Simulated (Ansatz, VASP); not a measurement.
SiO2: VASP beside Ansatz

File INCAR:

```
SYSTEM = SiO2
PREC = Accurate
ENCUT = 520
EDIFF = 1E-6
ISMEAR = 0
SIGMA = 0.02
LREAL = Auto
LASPH = .TRUE.
NELM = 60
ALGO = Normal
ISIF = 2
LWAVE = .FALSE.
LCHARG = .FALSE.
GGA = CA
NBANDS = 63
```

Contents of KPOINTS:

```
regular mesh
0
G
  6 6 4
  0 0 0
```

The input POSCAR:

```
SiO2
1.0
    7.2750244854      0.0000000000      0.0000000000
   -3.6375122427      6.3003560175      0.0000000000
    0.0000000000      0.0000000000      6.9941179885
Si O
6 12
Direct
    0.5336655287      0.7668327644      0.4166666667
    0.4663344713      0.2331672356      0.9166666667
    0.2331672356      0.4663344713      0.7500000000
    0.7668327644      0.2331672356      0.5833333333
    0.7668327644      0.5336655287      0.2500000000
    0.2331672356      0.7668327644      0.0833333333
    0.6125229397      0.3874770603      0.0833333333
    0.0000000000      0.6829970840      0.1666666667
    0.7749541206      0.3874770603      0.4166666667
    0.6829970840      0.6829970840      0.3333333333
    0.3170029160      0.3170029160      0.8333333333
    0.6125229397      0.2250458794      0.7500000000
    0.2250458794      0.6125229397      0.9166666667
    0.3170029160      0.0000000000      0.0000000000
    0.0000000000      0.3170029160      0.6666666667
    0.3874770603      0.7749541206      0.2500000000
    0.3874770603      0.6125229397      0.5833333333
    0.6829970840      0.0000000000      0.5000000000
```

Input for Ansatz:

```yaml
crystal:
  lattice:
    - [7.2750244854, 0.0, 0.0]
    - [-3.6375122427, 6.3003560175, 0.0]
    - [0.0, 0.0, 6.9941179885]
  atoms:
    - { symbol: Si, position: [0.5336655287, 0.7668327644, 0.4166666667] }
    - { symbol: Si, position: [0.4663344713, 0.2331672356, 0.9166666667] }
    - { symbol: Si, position: [0.2331672356, 0.4663344713, 0.75] }
    - { symbol: Si, position: [0.7668327644, 0.2331672356, 0.5833333333] }
    - { symbol: Si, position: [0.7668327644, 0.5336655287, 0.25] }
    - { symbol: Si, position: [0.2331672356, 0.7668327644, 0.0833333333] }
    - { symbol: O, position: [0.6125229397, 0.3874770603, 0.0833333333] }
    - { symbol: O, position: [0.0, 0.682997084, 0.1666666667] }
    - { symbol: O, position: [0.7749541206, 0.3874770603, 0.4166666667] }
    - { symbol: O, position: [0.682997084, 0.682997084, 0.3333333333] }
    - { symbol: O, position: [0.317002916, 0.317002916, 0.8333333333] }
    - { symbol: O, position: [0.6125229397, 0.2250458794, 0.75] }
    - { symbol: O, position: [0.2250458794, 0.6125229397, 0.9166666667] }
    - { symbol: O, position: [0.317002916, 0.0, 0.0] }
    - { symbol: O, position: [0.0, 0.317002916, 0.6666666667] }
    - { symbol: O, position: [0.3874770603, 0.7749541206, 0.25] }
    - { symbol: O, position: [0.3874770603, 0.6125229397, 0.5833333333] }
    - { symbol: O, position: [0.682997084, 0.0, 0.5] }
basis:
  ecutwfc: 420
kpoints:
  mp_grid: { grid: [6, 6, 4] }
  band_path:
    path:
      - [[0.0, 0.0, 0.0], [0.5, 0.0, 0.0], [0.33333333, 0.33333333, 0.0], [0.0, 0.0, 0.0], [0.0, 0.0, 0.5], [0.5, 0.0, 0.5], [0.33333333, 0.33333333, 0.5], [0.0, 0.0, 0.5]]
      - [[0.5, 0.0, 0.5], [0.5, 0.0, 0.0]]
      - [[0.33333333, 0.33333333, 0.5], [0.33333333, 0.33333333, 0.0]]
    npoints: 10
hamiltonian:
  xc: lda
scf:
  occupations: { method: gaussian, width: 0.02 }
  n_extra_bands: 45
output:
  forces: true
  stress: true
  eigenvalues: true
  populations: true
  dos: { projected: true, de: 0.02, nscf_kmesh: { grid: [9, 9, 6] } }
  bader: false
  write_density: true
  write_potential: true
  elf: true
  volumetric_format: npy
```

Alike in both runs: task single point; functional LDA; k mesh 6 × 6 × 4; occupations gaussian, width 0.02 eV; no spin polarisation.

|  | VASP | Ansatz |
| --- | --- | --- |
| version | VASP 6.6.1 | Ansatz 0.2.0 |
| potentials or method | VASP PAW LDA potentials, release 64 (Si, O), cutoff 520 eV | scalar-relativistic, plane waves, PAW |
| valence electrons in the cell | 96 | 96 |

|  | VASP | Ansatz | Ansatz less VASP |
| --- | --- | --- | --- |
| gap on the k mesh at the Fermi level (eV) | 5.65 | 5.66 | +0.005 |
| least direct gap on the mesh (eV) | 5.81 | 5.81 | +0.003 |
| pressure (GPa) | 0.4 | 0.0 | -0.38 |
| rms of the force components (eV/Å) | 0.006 | 0.000 | -0.0054 |

LDA's correlation is that of Perdew and Zunger in VASP and of Perdew and Wang (1992) in Ansatz. Atom by atom the forces differ by 0.006 eV/Å (rms over components).
